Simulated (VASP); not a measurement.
Set up this calculation in VASP 6.6.1, as the native input.

```
Task                   : relaxation of cell and atoms
Functional             : PBE
Potentials or basis    : VASP PAW PBE potentials, release 64 (Ag, Sn_d, Se, I)
Cutoff                 : 600 eV
k mesh                 : 3 × 3 × 2
Occupations            : gaussian, width 0.15 eV
Spin                   : no spin polarisation
Dipole correction      : no
Further INCAR settings : ALGO = Normal; EDIFF = 1e-06; IBRION = 2; EDIFFG = -0.08; NSW = 36; ISIF = 3
```

The structure of AgSn2SeI3 lies in POSCAR:

```
AgSn2SeI3
1.0
    5.4673109600      0.0000000000      0.0000000000
   -2.7336554800      4.7348301800      0.0000000000
    0.0000000000      0.0000000000      9.3053500600
Ag Sn Se I
1 2 1 3
Direct
    0.0000000000      0.0000000000      0.5000000000
    0.3333333300      0.6666666700      0.0000000000
    0.6666666700      0.3333333300      0.0000000000
    0.0000000000      0.0000000000      0.0000000000
    0.6027295300      0.0000000000      0.5000000000
    0.0000000000      0.6027295300      0.5000000000
    0.3972704700      0.3972704700      0.5000000000
```

The cell was built from a structure type or drawn by symmetry, and may not be a known phase.

The input as run:

INCAR

```
SYSTEM = AgSn2SeI3
  PREC = Accurate
  ENCUT = 600
  EDIFF = 1E-6
  ISMEAR = 0
  SIGMA = 0.15
  LREAL = .False.
  LASPH = .True.
  NELM = 80
  ALGO = Normal
  ISIF = 3
  LWAVE = .False.
  LCHARG = .False.
  GGA = PE
  IBRION = 2
  NSW = 36
  EDIFFG = -0.08
```

KPOINTS

```
regular mesh
0
Gamma
  3 3 2
  0 0 0
```

Potentials or basis: VASP PAW PBE potentials, release 64 (Ag, Sn_d, Se, I).

Run with:

```sh
$ cat potpaw_PBE.64/Ag/POTCAR potpaw_PBE.64/Sn_d/POTCAR potpaw_PBE.64/Se/POTCAR potpaw_PBE.64/I/POTCAR > POTCAR
$ mpirun -np 1 vasp_std > vasp.out
```

It gave:

The relaxed volume is 32.65 Å³/atom, the relaxed cell is a = 7.165 Å, b = 7.165 Å, c = 5.142 Å, α = 90.00°, β = 90.00°, γ = 120.00° and the space group after relaxing (to 0.1 Å) is P-62m (No. 189). The energy gained by relaxing is 1498.9 meV/atom, the ionic steps are 26 and the pressure after relaxing is -0.1 GPa. The largest force after relaxing is 0.059 eV/Å. The band gap on the k mesh is zero (bands 33 and 34 overlap by 0.77 eV).

Caveat: the k points lie up to 0.61 Å⁻¹ apart in the final cell, too coarse for converged energies and pressures of a metal; a cell axis changed by over 15 % at a fixed basis, so the end point is rough; spin-orbit coupling is left out, which moves the levels of the heavy elements; the relaxation stopped at a loose force limit of 0.08 eV/Å, so its end isn't a converged minimum.

Wall time 20 min on 1 thread of Intel(R) Xeon(R) 6975P-C (Granite Rapids), on a shared host, peak memory 0.55 GiB.
